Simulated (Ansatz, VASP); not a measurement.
## One calculation of NbH2, two programs

```xyz
3
Lattice="0.0000 2.2815 2.2815 2.2815 0.0000 2.2815 2.2815 2.2815 0.0000" Properties=species:S:1:pos:R:3 pbc="T T T"
Nb    0.0000    0.0000    0.0000
H     1.1407    1.1407    1.1407
H     3.4223    3.4223    3.4223
```

Alike in both runs: task single point; functional PBEsol; k mesh 18 × 18 × 18; occupations gaussian, width 0.15 eV; no spin polarisation.

|  | VASP | Ansatz |
| --- | --- | --- |
| version | VASP 6.6.1 | Ansatz 0.2.0 |
| potentials or method | VASP PAW PBE potentials, release 64 (Nb_sv, H), cutoff 520 eV | scalar-relativistic, plane waves, PAW |
| valence electrons in the cell | 15 | 15 |

|  | VASP | Ansatz | Ansatz less VASP |
| --- | --- | --- | --- |
| gap on the k mesh at the Fermi level (eV) | none | none | - |
| pressure (GPa) | -5.7 | -5.3 | +0.42 |

VASP's potentials were made for PBE, not for PBEsol. A gap of «none» marks a metal or a gap that the smearing closes. With one functional, cell and mesh, what is left measures potentials, basis and numerics.
